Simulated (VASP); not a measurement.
Runs of VASP 6.6.1 on ZnMo2Se4. The structure is that of space group P3m1 (No. 156), or close to it. The cells are those of the table. 

```tsv
cell	gap on the mesh (eV)	pressure (GPa)	largest force (eV/Å)
a = 3.269, b = 3.269, c = 17.634 Å, angles 90.0, 90.0, 120.0°, 7 atoms	0.17	3.6	0.61
a = 3.313, b = 3.313, c = 17.875 Å, angles 90.0, 90.0, 120.0°, 7 atoms	(a)	-0.3	0.09
a = 3.246, b = 3.246, c = 17.510 Å, angles 90.0, 90.0, 120.0°, 7 atoms	0.14	5.9	0.98
a = 3.291, b = 3.291, c = 17.755 Å, angles 90.0, 90.0, 120.0°, 7 atoms	(b)	1.5	0.27
```

Alike in all rows: task single point; level PBE; potentials or basis VASP PAW PBE potentials, release 64 (Mo_sv, Se, Zn); no spin polarisation; k mesh 9 × 9 × 2; cutoff (eV) 520; smearing fermi-dirac 0.05 eV.

Task: Estimate the missing entries.

Result: (a) 0.23; (b) 0.20.

Caveats: the cell stands under pressure (at least some runs).

A k mesh can miss the band edges, and the runs leave out spin-orbit coupling on Mo, Se.
